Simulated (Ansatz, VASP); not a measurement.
# ZrAl3B3N in VASP and in Ansatz

```xyz
8
Lattice="4.8634 0.0000 0.0000 0.0000 4.8634 0.0000 0.0000 0.0000 4.8634" Properties=species:S:1:pos:R:3 pbc="T T T"
Zr    0.0000    0.0000    0.0000
Al    0.0000    2.4317    2.4317
Al    2.4317    0.0000    2.4317
Al    2.4317    2.4317    0.0000
B     2.4317    0.0000    0.0000
B     0.0000    2.4317    0.0000
B     0.0000    0.0000    2.4317
N     2.4317    2.4317    2.4317
```

Alike in both runs: task relaxation of cell and atoms; functional PBE; k mesh 3 × 3 × 3; occupations gaussian, width 0.15 eV; no spin polarisation.

|  | VASP | Ansatz |
| --- | --- | --- |
| version | VASP 6.6.1 | Ansatz 0.2.0 |
| potentials or method | VASP PAW PBE potentials, release 64 (Zr_sv, Al, B, N), cutoff 600 eV | scalar-relativistic, plane waves, PAW |
| valence electrons in the cell | 35 | 35 |

```tsv
	VASP	Ansatz	Ansatz less VASP
gap on the k mesh at the Fermi level, each at its own relaxed structure (eV)	none	none	-
relaxed volume (Å³/atom)	11.77	11.80	+0.029
relaxed length of the cell vector where the two differ most in proportion (Å)	4.549	4.553	+0.0038
```

A gap of «none» marks a metal or a gap that the smearing closes.

The k mesh is coarse, so the values compare programs but aren't converged. Noted on VASP's run: the volume moved by over 15 % at a fixed basis, so the end points are rough.
